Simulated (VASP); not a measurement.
Cu, 5 atoms in the cell. The cell holds a slab with vacuum, 5 atoms: a = 2.488 Å, b = 3.518 Å, c = 20.975 Å, α = 90.00°, β = 90.00°, γ = 90.00°. 

| Property | Result |
| --- | --- |
| Program | VASP 6.6.1 |
| Task | single point |
| Functional | LDA |
| Potentials or basis | VASP PAW LDA potentials, release 64 (Cu) |
| Cutoff | 520 eV |
| k mesh | 15 × 10 × 1 |
| Occupations | fermi-dirac, width 0.08 eV |
| Spin | no spin polarisation |
| Dipole correction | yes |
| Further INCAR settings | ALGO = Normal; EDIFF = 1e-07; NBANDS = 36 |

Potentials or basis: VASP PAW LDA potentials, release 64 (Cu).

Command:

```sh
$ cat potpaw_LDA.64/Cu/POTCAR > POTCAR
$ mpirun -np 1 vasp_std > vasp.out
```

Hardware: 1 thread of Intel(R) Xeon(R) 6975P-C (Granite Rapids), with other jobs on the host.

How long does it take, and how much memory?

Run time: 3.5 min on 1 thread of Intel(R) Xeon(R) 6975P-C (Granite Rapids) (shared host), peak memory 0.37 GiB. Counts: scf iterations 26, k points 48.
